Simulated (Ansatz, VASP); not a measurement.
## One calculation of MoS, two programs

```
Mo S
1.0
     0.00000    2.66721    2.66721
     2.66721    0.00000    2.66721
     2.66721    2.66721    0.00000
Mo S
1 1
Cartesian
  0.0000 0.0000 0.0000
  1.3336 1.3336 1.3336
```

Alike in both runs: functional PBE; k mesh 14 × 14 × 14; occupations gaussian, width 0.1 eV; no spin polarisation.

Ansatz relaxed the structure, and its values are those at the end. VASP's run is a single point on that final structure, the one shown.

|  | VASP | Ansatz |
| --- | --- | --- |
| version | VASP 6.6.1 | Ansatz 0.2.0 |
| potentials or method | VASP PAW PBE potentials, release 64 (Mo_sv, S), cutoff 520 eV | scalar-relativistic, plane waves, PAW |
| valence electrons in the cell | 20 | 20 |

```tsv
	VASP	Ansatz	Ansatz less VASP
gap on the k mesh at the Fermi level (eV)	none	none	-
pressure (GPa)	0.0	0.0	0.00
```

A gap of «none» marks a metal or a gap that the smearing closes.
